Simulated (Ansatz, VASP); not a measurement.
# One calculation of BAs, two programs

```
B As
1.0
     3.36586    0.00000    0.00000
    -1.68293    2.91492    0.00000
     0.00000    0.00000    8.74459
B As
2 2
Direct
  0.33333 0.66667 0.25000
  0.66667 0.33333 0.75000
  0.66667 0.33333 0.25000
  0.33333 0.66667 0.75000
```

Alike in both runs: task single point; functional PBE; k mesh 12 × 12 × 4; no spin polarisation.

|  | VASP | Ansatz |
| --- | --- | --- |
| version | VASP 6.6.1 | Ansatz 0.2.0 |
| potentials or method | VASP PAW PBE potentials, release 64 (B, As_d) | plane waves, PAW |
| plane-wave cutoff (eV) | 600 | 420 |
| occupations | gaussian, width 0.01 eV | fixed |
| valence electrons in the cell | 36 | 36 |

```tsv
	VASP	Ansatz	Ansatz less VASP
gap on the k mesh at the Fermi level (eV)	0.73	0.73	-0.005
pressure (GPa)	1.4	1.5	+0.19
traceless stress, the component that is largest in VASP (GPa)	-0.71	-0.89	-0.173
```
